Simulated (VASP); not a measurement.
# Ag: single point with PBEsol

Ag:

```
Ag
1.0
     0.00000    2.02691    2.02691
     2.02691    0.00000    2.02691
     2.02691    2.02691    0.00000
Ag
1
Direct
  0.00000 0.00000 0.00000
```

```json
{
  "Program": "VASP 6.6.1",
  "Task": "single point",
  "Functional": "PBEsol",
  "Potentials or basis": "VASP PAW PBE potentials, release 64 (Ag)",
  "Cutoff": "520 eV",
  "k mesh": "24 × 24 × 24",
  "Occupations": "fermi-dirac, width 0.1 eV",
  "Spin": "no spin polarisation",
  "Dipole correction": "no",
  "Further INCAR settings": "ALGO = Normal; EDIFF = 1e-07; NBANDS = 12"
}
```

The pressure is -0.2 GPa.

Levels at points of the mesh, in eV from the Fermi level:
| k point | band 3 | band 4 | band 5 | band 6 | band 7 | band 8 | band 9 | band 10 |
| --- | --- | --- | --- | --- | --- | --- | --- | --- |
| (0.00, 0.00, 0.00) | -4.88 | -4.88 | -3.79 | -3.79 | 16.02 | 19.73 | 19.73 | 19.73 |
| (0.50, 0.00, 0.00) | -4.90 | -2.95 | -2.95 | -0.54 | 3.70 | 15.25 | 18.03 | 18.03 |
| (0.50, 0.50, 0.00) | -2.98 | -2.74 | -2.74 | 1.50 | 6.88 | 10.70 | 10.70 | 17.43 |

Run time: 70 s on 1 thread of AMD EPYC 7R43 64-Core Processor (Zen 3) (shared host), peak memory 0.17 GiB.

Caveat: the PAW data sets were made with another functional, which shifts forces and pressure a little.
